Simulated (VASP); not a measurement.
# CaMg (P4mm) in VASP: a series of runs

CaMg is run at these levels: LDA; tasks: single point.

Program: VASP 6.6.1. These are calculated values, not measurements. Logs are shortened: lines on timing, memory, paths and dates and some standing lists are left out, and cuts for length are marked.

## 1. The cell of the first run

The structure is tetragonal, space group P4mm (No. 99). Conventional cell: a = 3.955 Å, b = 3.955 Å, c = 3.955 Å, α = 90.00°, β = 90.00°, γ = 90.00°. Ca (site symmetry 4mm) has 8 Mg at 3.37 to 3.48 Å and 6 Ca at 3.95 Å within 4.4 Å. Within 4.4 Å of Mg (site symmetry 4mm) lie 8 Ca at 3.37 to 3.48 Å and 6 Mg at 3.95 Å.

## 2. Single point, LDA (atoms displaced along a vibrational mode, the cell strained)

Contents of INCAR:

```
PREC = Accurate
ENCUT = 520
EDIFF = 1E-7
ISMEAR = 0
SIGMA = 0.15
LREAL = False
LASPH = True
NELM = 60
ALGO = Fast
ISIF = 2
LWAVE = False
LCHARG = True
LELF = True
LVHAR = True
NBANDS = 13
```

Contents of KPOINTS:

```
regular mesh
0
Gamma
  12 12 12
```

Contents of POSCAR:

```
CaMg
1.0
    3.9547284438      0.0000000000      0.0000000000
    0.0000000000      3.9547284438      0.0000000000
    0.0000000000      0.0000000000      3.9547284438
Ca Mg
1 1
Direct
    0.0085505821      0.0000000000      0.0000000000
    0.4859004225      0.5000000000      0.5000000000
```

Potentials or basis: VASP PAW LDA potentials, release 64 (Ca_sv, Mg).

The run is started by

```
> cat potpaw_LDA.64/Ca_sv/POTCAR potpaw_LDA.64/Mg/POTCAR > POTCAR
> mpirun -np 1 vasp_std > vasp.out
```

OUTCAR:

```text
PREC = Accurate
   ENCUT = 520
   EDIFF = 1E-7
   ISMEAR = 0
   LREAL = False
   LASPH = True
   NELM = 60
   ISIF = 2

 ion  position               nearest neighbor table
   1  0.009  0.000  0.000-   2 3.37   2 3.37   2 3.37   2 3.37
   2  0.486  0.500  0.500-   1 3.37   1 3.37   1 3.37   1 3.37

  LATTYP: Found a simple cubic cell.
 ALAT       =     3.9547284438

  Lattice vectors:

 A1 = (   3.9547284438,   0.0000000000,   0.0000000000)
 A2 = (   0.0000000000,   3.9547284438,   0.0000000000)
 A3 = (   0.0000000000,   0.0000000000,   3.9547284438)

Analysis of symmetry for initial positions (statically):
=====================================================================
 Subroutine PRICEL returns:
 Original cell was already a primitive cell.

 Routine SETGRP: Setting up the symmetry group for a
 simple cubic supercell.

 Subroutine GETGRP returns: Found  8 space group operations
 (whereof  8 operations were pure point group operations)
 out of a pool of 48 trial point group operations.

The static configuration has the point symmetry C_4v.

Analysis of symmetry for dynamics (positions and initial velocities):
=====================================================================
 Subroutine PRICEL returns:
 Original cell was already a primitive cell.

 Routine SETGRP: Setting up the symmetry group for a
 simple cubic supercell.

 Subroutine GETGRP returns: Found  8 space group operations
 (whereof  8 operations were pure point group operations)
 out of a pool of 48 trial point group operations.

The dynamic configuration has the point symmetry C_4v.

 Subroutine INISYM returns: Found  8 space group operations
 (whereof  8 operations are pure point group operations),
 and found     1 'primitive' translations

----------------------------------------------------------------------------------------

                                     Primitive cell

  volume of cell :      61.8515

  direct lattice vectors                    reciprocal lattice vectors
     3.954728444  0.000000000  0.000000000     0.252861863  0.000000000  0.000000000
     0.000000000  3.954728444  0.000000000     0.000000000  0.252861863  0.000000000
     0.000000000  0.000000000  3.954728444     0.000000000  0.000000000  0.252861863

  length of vectors
     3.954728444  3.954728444  3.954728444     0.252861863  0.252861863  0.252861863

  position of ions in fractional coordinates (direct lattice)
     0.008550582  0.000000000  0.000000000
     0.485900423  0.500000000  0.500000000

  ion indices of the primitive-cell ions
   primitive index   ion index
                 1           1
                 2           2

----------------------------------------------------------------------------------------

 KPOINTS: regular mesh

Automatic generation of k-mesh.
 Grid dimensions read from file:
 generate k-points for:   12   12   12

 Generating k-lattice:

  Cartesian coordinates                     Fractional coordinates (reciprocal lattice)
     0.021071822  0.000000000  0.000000000     0.083333333  0.000000000  0.000000000
     0.000000000  0.021071822  0.000000000     0.000000000  0.083333333  0.000000000
     0.000000000  0.000000000  0.021071822     0.000000000  0.000000000  0.083333333

  Length of vectors
     0.021071822  0.021071822  0.021071822

  Shift w.r.t. Gamma in fractional coordinates (k-lattice)
     0.000000000  0.000000000  0.000000000

 Subroutine IBZKPT returns following result:
 ===========================================

 Found    196 irreducible k-points:

 Following reciprocal coordinates:
            Coordinates               Weight
  0.000000  0.000000  0.000000      1.000000
  0.083333  0.000000  0.000000      2.000000
  0.000000  0.083333  0.000000      4.000000
  0.166667  0.000000  0.000000      2.000000
  0.000000  0.166667  0.000000      4.000000
  0.250000  0.000000  0.000000      2.000000
[... 16 lines left out ...]
  0.000000  0.333333  0.083333      8.000000
  0.083333  0.000000  0.333333      8.000000
 [... further k-points ...]
   k-points           NKPTS =    196   k-points in BZ     NKDIM =    196   number of bands    NBANDS=     13
   number of dos      NEDOS =    301   number of ions     NIONS =      2
   total plane-waves  NPLWV =  27000
   dimension x,y,z NGX =    30 NGY =   30 NGZ =   30
   dimension x,y,z NGXF=    60 NGYF=   60 NGZF=   60
   ions per type =               1   1
   NGX,Y,Z   is equivalent  to a cutoff of  12.61, 12.61, 12.61 a.u.
   NGXF,Y,Z  is equivalent  to a cutoff of  25.22, 25.22, 25.22 a.u.
 SYSTEM =  unknown system
   PREC   = accura    normal or accurate (medium, high low for compatibility)
   ISTART =      0    job   : 0-new  1-cont  2-samecut
   ICHARG =      2    charge: 1-file 2-atom 10-const
   ISPIN  =      1    spin polarized calculation?
   LNONCOLLINEAR =      F non collinear calculations
   LSORBIT =      F    spin-orbit coupling
   LASPH  =      T    aspherical Exc in radial PAW
   ENCUT  =  520.0 eV  38.22 Ry    6.18 a.u.   7.35  7.35  7.35*2*pi/ulx,y,z
   NELM   =     60;   NELMIN=  2; NELMDL= -5     # of ELM steps
   EDIFF  = 0.1E-06   stopping-criterion for ELM
   LREAL  =      F    real-space projection
   EDIFFG = 0.1E-05   stopping-criterion for IOM
   NSW    =      0    number of steps for IOM
   IBRION =     -1    ionic relax: 0-MD 1-quasi-New 2-CG
   NFREE  =      0    steps in history (QN), initial steepest desc. (CG)
   ISIF   =      2    stress and relaxation
   ISYM   =      2    0-nonsym 1-usesym 2-fastsym
   POTIM  = 0.5000    time-step for ionic-motion
   TEBEG  =    0.0;   TEEND  =   0.0 temperature during run
   PSTRESS=    0.0 pullay stress
   NELECT =      12.0000    total number of electrons
   NUPDOWN=      -1.0000    fix difference up-down
   EMIN   =  10.00;   EMAX   =-10.00  energy-range for DOS
   EFERMI =   0.00;   METHOD = LEGACY
   ISMEAR =     0;   SIGMA  =   0.15  broadening in eV -4-tet -1-fermi 0-gaus
   EFERMI_NEDOS =   21; number of points for ismear=-14 and -15
   IALGO  =     68    algorithm
   IMIX   =      4    mixing-type and parameters
     AMIX     =   0.40;   BMIX     =  1.00
     AMIX_MAG =   1.60;   BMIX_MAG =  1.00
  volume/ion in A,a.u.               =      30.93       208.70
  Fermi-wavevector in a.u.,A,eV,Ry     =   0.947731  1.790953 12.220681  0.898195
  Thomas-Fermi vector in A             =   2.075853
   LORBIT       =      0    0 simple, 1 ext, 2 COOP (PROOUT), +10 PAW based schemes
   GGA     = CA    functional components
   LHFCALC =     F    Hartree Fock is set to
   AEXX    =    0.0000 exact exchange contribution
   IVDW    =     0    specifies the selected vdW correction
   LEPSILON=     F    determine dielectric tensor
   LRPA    =     F    only Hartree local field effects (RPA)
 non-spin polarized calculation
 RMM-DIIS sequential band-by-band and
 Gauss-broadening in eV      SIGMA  =   0.15
  energy-cutoff  :      520.00
  volume of cell :       61.85
 maximum number of plane-waves:      1743
 NGX is ok and might be reduce to    30
   NGX = 15   NGY = 15   NGZ = 15

 number of electron      11.9999999 magnetization

 Free energy of the ion-electron system (eV)
  ---------------------------------------------------
  ext. energy  EPLUGINS =         0.00000000
  ---------------------------------------------------
  free energy    TOTEN  =        -4.25290296 eV

  energy without entropy =       -4.23366283  energy(sigma->0) =       -4.24328289

 E-fermi :   2.0331     XC(G=0):  -8.4123

 val. band max:        2.0291783283   @ k =   0.2500   0.1667   0.0000
 cond. band min:       2.0360194383   @ k =   0.1667   0.3333   0.3333
 fundamental gap:      0.0068411100
 Fermi energy:         2.0330528729

 k-point     1 :       0.0000    0.0000    0.0000
  band No.  band energies     occupation
      1     -39.0061      2.00000
      2     -20.2809      2.00000
      3     -20.2808      2.00000
      4     -20.2808      2.00000
      5      -3.1094      2.00000
      6       2.9993      0.00000
      7       3.0003      0.00000
      8       5.7382      0.00000
      9       5.7382      0.00000
     10       5.7490      0.00000
     11       6.0892      0.00000
     12       6.0926      0.00000
     13       6.0926      0.00000

 k-point     2 :       0.0833    0.0000    0.0000
  band No.  band energies     occupation
      1     -39.0058      2.00000
      2     -20.2860      2.00000
      3     -20.2803      2.00000
      4     -20.2803      2.00000
      5      -3.0364      2.00000
      6       2.8911      0.00000
      7       3.0386      0.00000
      8       5.4212      0.00000
      9       5.4212      0.00000
     10       5.7601      0.00000
     11       5.8819      0.00000
     12       6.4569      0.00000
     13       6.4569      0.00000

 k-point     3 :       0.0000    0.0833    0.0000
  band No.  band energies     occupation
      1     -39.0058      2.00000
      2     -20.2858      2.00000
      3     -20.2805      2.00000
      4     -20.2803      2.00000
      5      -3.0363      2.00000
      6       2.8918      0.00000
      7       3.0380      0.00000
      8       5.4185      0.00000
      9       5.4261      0.00000
     10       5.7622      0.00000
     11       5.8681      0.00000
     12       6.4576      0.00000
     13       6.4682      0.00000
[... 305 lines left out ...]
 k-point    23 :       0.0000    0.3333    0.0833
  band No.  band energies     occupation
      1     -39.0025      2.00000
      2     -20.3366      2.00000
      3     -20.2808      2.00000
      4     -20.2756      2.00000
      5      -1.9172      2.00000
      6       1.0735      2.00000
      7       3.4390      0.00000
      8       4.3123      0.00000
      9       4.4905      0.00000
     10       5.7579      0.00000
     11       6.0391      0.00000
     12       7.7418      0.00000
     13       8.3535      0.00000

 k-point    24 :       0.0833    0.0000    0.3333
  band No.  band energies     occupation
      1     -39.0025      2.00000
      2     -20.3366      2.00000
      3     -20.2809      2.00000
      4     -20.2754      2.00000
      5      -1.9172      2.00000
      6       1.0735      2.00000
      7       3.4391      0.00000
      8       4.3215      0.00000
      9       4.4803      0.00000
     10       5.7580      0.00000
     11       6.0386      0.00000
     12       7.7451      0.00000
     13       8.3538      0.00000

 [... further k-points ...]
[... 5 lines left out ...]
  --------------------------------------------------------------------------------------
  -------------------------------------------------------------------------------------
  Total       -0.7686384     -0.7450807     -0.7450807      0.0000000      0.0000000      0.0000000
  in kB      -19.9105229    -19.3002937    -19.3002937      0.0000000      0.0000000      0.0000000
  external PRESSURE =     -19.5037034 kB  Pullay stress =       0.0000000 kB

 VOLUME and BASIS-vectors are now :
 -----------------------------------------------------------------------------
  energy-cutoff  :      520.00
  volume of cell :       61.85
      direct lattice vectors                 reciprocal lattice vectors
     3.954728444  0.000000000  0.000000000     0.252861863  0.000000000  0.000000000
     0.000000000  3.954728444  0.000000000     0.000000000  0.252861863  0.000000000
     0.000000000  0.000000000  3.954728444     0.000000000  0.000000000  0.252861863

 POSITION                                       TOTAL-FORCE (eV/Angst)
 -----------------------------------------------------------------------------------
      0.03382      0.00000      0.00000        -0.184713     -0.000000      0.000000
      1.92160      1.97736      1.97736         0.184713      0.000000     -0.000000
 -----------------------------------------------------------------------------------
    total drift:                                0.000217      0.000000     -0.000000

  FREE ENERGIE OF THE ION-ELECTRON SYSTEM (eV)
  ---------------------------------------------------
  free  energy   TOTEN  =        -4.2529029596 eV

  energy  without entropy=       -4.2336628269  energy(sigma->0) =       -4.24328289
```

Wall time 87 s (1 thread of Intel Xeon 6975P-C (Granite Rapids), shared host); peak memory 0.29 GiB.

What came out:

```yaml
Free_energy: -4.2529 eV
Pressure: -2.0 GPa
Largest_force: 0.185 eV/Å
Band_gap_on_the_k_mesh: zero (bands 6 and 7 overlap by 1.28 eV)
```

Forces on the atoms (eV/Å):
```
Ca  -0.185  0.000  0.000
Mg   0.185  0.000  0.000
```

Levels at points of the mesh, in eV from the Fermi level:
```csv
k point,band 3,band 4,band 5,band 6,band 7,band 8,band 9,band 10
"(0.00, 0.00, 0.00)",-22.31,-22.31,-5.14,0.97,0.97,3.71,3.71,3.72
"(0.50, 0.00, 0.00)",-22.31,-22.31,-2.93,-2.42,1.69,2.22,2.22,3.89
"(0.00, 0.50, 0.00)",-22.31,-22.31,-2.92,-2.43,1.69,2.22,2.23,3.89
"(0.50, 0.50, 0.00)",-22.38,-22.30,-1.89,-0.27,-0.27,0.29,2.77,2.77
"(0.00, 0.50, 0.50)",-22.38,-22.30,-1.90,-0.27,-0.27,0.29,2.78,2.78
"(0.50, 0.50, 0.50)",-22.37,-22.37,-0.32,-0.31,-0.31,1.33,2.76,2.76
```

Caveat: the cell differs from its parent crystal (atoms displaced along a vibrational mode, the cell strained).

## 3. Single point, LDA (atoms displaced along a vibrational mode, the cell strained)

Contents of INCAR:

```
PREC     = Accurate       # precision mode
ENCUT    = 520            # plane-wave cutoff, eV
EDIFF    = 1E-7           # SCF threshold, eV
ISMEAR   = 0              # smearing method
SIGMA    = 0.15           # smearing width, eV
LREAL    = F              # projectors in reciprocal space
LASPH    = T              # aspherical terms in the spheres
NELM     = 100            # most SCF steps
ALGO     = Fast           # electronic algorithm
ISIF     = 2              # what is computed and relaxed
LWAVE    = F              # write WAVECAR
LCHARG   = F              # write CHGCAR
NBANDS   = 13             # bands
```

KPOINTS is that of step 2.

Contents of POSCAR:

```
CaMg
1.0
    3.7618148612      0.0000000000      0.0000000000
    0.0000000000      3.7618148612      0.0000000000
    0.0000000000      0.0000000000      3.7618148612
Ca Mg
1 1
Direct
    0.0042752911      0.0000000000      0.0000000000
    0.4929502113      0.5000000000      0.5000000000
```

Potentials or basis: VASP PAW LDA potentials, release 64 (Ca_sv, Mg).

The run is started by

```
> cat potpaw_LDA.64/Ca_sv/POTCAR potpaw_LDA.64/Mg/POTCAR > POTCAR
> mpirun -np 1 vasp_std > vasp.out
```

OUTCAR:

```text
PREC = Accurate
   ENCUT = 520
   EDIFF = 1E-7
   ISMEAR = 0
   LREAL = F
   LASPH = T
   NELM = 100
   ISIF = 2

 ion  position               nearest neighbor table
   1  0.004  0.000  0.000-   2 3.23   2 3.23   2 3.23   2 3.23   2 3.28   2 3.28   2 3.28   2 3.28

   2  0.493  0.500  0.500-   1 3.23   1 3.23   1 3.23   1 3.23   1 3.28   1 3.28   1 3.28   1 3.28

  LATTYP: Found a simple cubic cell.
 ALAT       =     3.7618148612

  Lattice vectors:

 A1 = (   3.7618148612,   0.0000000000,   0.0000000000)
[... 563 lines left out ...]
      8       5.2092      0.00000
      9       5.4000      0.00000
     10       6.8746      0.00000
     11       7.2867      0.00000
     12       9.1959      0.00000
     13       9.7766      0.00000

 [... further k-points ...]
[... 5 lines left out ...]
  --------------------------------------------------------------------------------------
  -------------------------------------------------------------------------------------
  Total        0.8048261      0.8146295      0.8146295      0.0000000     -0.0000000      0.0000000
  in kB       24.2225798     24.5176287     24.5176287      0.0000000     -0.0000000      0.0000000
  external PRESSURE =      24.4192791 kB  Pullay stress =       0.0000000 kB

 VOLUME and BASIS-vectors are now :
 -----------------------------------------------------------------------------
  energy-cutoff  :      520.00
  volume of cell :       53.23
      direct lattice vectors                 reciprocal lattice vectors
     3.761814861  0.000000000  0.000000000     0.265829138  0.000000000  0.000000000
     0.000000000  3.761814861  0.000000000     0.000000000  0.265829138  0.000000000
     0.000000000  0.000000000  3.761814861     0.000000000  0.000000000  0.265829138

 POSITION                                       TOTAL-FORCE (eV/Angst)
 -----------------------------------------------------------------------------------
      0.01608      0.00000      0.00000        -0.131625      0.000000      0.000000
      1.85439      1.88091      1.88091         0.131625      0.000000     -0.000000
 -----------------------------------------------------------------------------------
    total drift:                                0.000169      0.000000      0.000000

  FREE ENERGIE OF THE ION-ELECTRON SYSTEM (eV)
  ---------------------------------------------------
  free  energy   TOTEN  =        -4.2594594869 eV

  energy  without entropy=       -4.2398904334  energy(sigma->0) =       -4.24967496
```

It took 60 s on 1 thread of Intel Xeon 6975P-C (Granite Rapids), shared host; peak memory 0.26 GiB.

Results:

- Free energy: -4.2595 eV
- Pressure: 2.4 GPa
- Largest force: 0.132 eV/Å
- Band gap on the k mesh: zero (bands 6 and 7 overlap by 1.35 eV)

Forces on the atoms (eV/Å):
```
Ca  -0.132  0.000  0.000
Mg   0.132  0.000  0.000
```

Levels at points of the mesh, in eV from the Fermi level:
| k point | band 4 | band 5 | band 6 | band 7 | band 8 | band 9 |
| --- | --- | --- | --- | --- | --- | --- |
| (0.00, 0.00, 0.00) | -21.93 | -5.51 | 0.88 | 0.88 | 4.15 | 4.15 |
| (0.50, 0.00, 0.00) | -21.91 | -2.98 | -2.59 | 1.74 | 2.42 | 2.42 |
| (0.00, 0.50, 0.00) | -21.91 | -2.98 | -2.59 | 1.74 | 2.42 | 2.42 |
| (0.50, 0.50, 0.00) | -21.90 | -2.03 | -0.18 | -0.17 | 0.36 | 3.00 |
| (0.00, 0.50, 0.50) | -21.90 | -2.03 | -0.17 | -0.17 | 0.36 | 3.01 |
| (0.50, 0.50, 0.50) | -22.02 | -0.47 | -0.47 | -0.47 | 1.96 | 3.19 |

Caveat: the cell differs from its parent crystal (atoms displaced along a vibrational mode, the cell strained).

(Continued in part 2 of 2.)
